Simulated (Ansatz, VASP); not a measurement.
**One calculation of MgO, two programs**

POSCAR

```
MgO
1.0
    3.4863778627      0.0000000000      0.0000000000
   -1.7431889314      3.0192917963      0.0000000000
    0.0000000000      0.0000000000      4.1780412200
Mg O
2 2
Direct
    0.6666666667      0.3333333333      0.7500000000
    0.3333333333      0.6666666667      0.2500000000
    0.5706912633      0.2630744618      0.2500000000
    0.3333333333      0.6666666667      0.7500000000
```

The input INCAR.step1:

```
PREC = Accurate
ENCUT = 520
ISMEAR = 1
SIGMA = 0.02
LREAL = False
LASPH = True
NELM = 80
NBANDS = 16
GGA = PE
ALGO = Normal
EDIFF = 1E-4
LWAVE = True
LCHARG = False
```

File INCAR.step2:

```
PREC = Accurate
ENCUT = 520
EDIFF = 1E-6
ISMEAR = 1
SIGMA = 0.02
LREAL = False
LASPH = True
NELM = 80
ALGO = Normal
ISIF = 2
LWAVE = False
LCHARG = False
METAGGA = R2SCAN
LMIXTAU = True
NBANDS = 16
ISTART = 1
```

File KPOINTS:

```
Automatic mesh
0
Gamma
  6 6 6
```

Input for Ansatz:

```yaml
crystal:
  lattice:
    - [3.4863778627, 0.0, 0.0]
    - [-1.7431889314, 3.0192917963, 0.0]
    - [0.0, 0.0, 4.17804122]
  atoms:
    - { symbol: Mg, position: [0.6666666667, 0.3333333333, 0.75] }
    - { symbol: Mg, position: [0.3333333333, 0.6666666667, 0.25] }
    - { symbol: O, position: [0.5706912633, 0.2630744618, 0.25] }
    - { symbol: O, position: [0.3333333333, 0.6666666667, 0.75] }
basis:
  ecutwfc: 500
kpoints:
  mp_grid: { grid: [6, 6, 6] }
hamiltonian:
  xc: r2scan
scf:
  occupations: { method: cold, width: 0.02 }
output:
  forces: true
  stress: true
  eigenvalues: true
```

Alike in both runs: task single point; functional r2SCAN; k mesh 6 × 6 × 6; no spin polarisation.

```csv
,VASP,Ansatz
version,VASP 6.6.1,Ansatz 0.2.0
potentials or method,"VASP PAW PBE potentials, release 64 (Mg, O), cutoff 520 eV","scalar-relativistic, plane waves, PAW"
occupations,"methfessel-paxton of order 1, width 0.02 eV","cold, width 0.02 eV"
valence electrons in the cell,16,32
```

Ansatz gave:

- gap on the k mesh at the Fermi level (eV): 3.92
- least direct gap on the mesh (eV): 3.92
- pressure (GPa): 3.7
- traceless stress, the component that is largest in VASP (GPa): 9.49
- rms of the force components (eV/Å): 1.050

Problem. Estimate VASP's values.

Solution. gap on the k mesh at the Fermi level (eV): 3.90; least direct gap on the mesh (eV): 3.90; pressure (GPa): 3.0; traceless stress, the component that is largest in VASP (GPa): 9.78; rms of the force components (eV/Å): 1.068.

VASP's potentials were made for PBE, not for r2SCAN. Atom by atom the forces differ by 0.019 eV/Å (rms over components). VASP's potentials hold 16 valence electrons a cell and Ansatz's 32, so a difference there can come from the potentials and not from the codes.
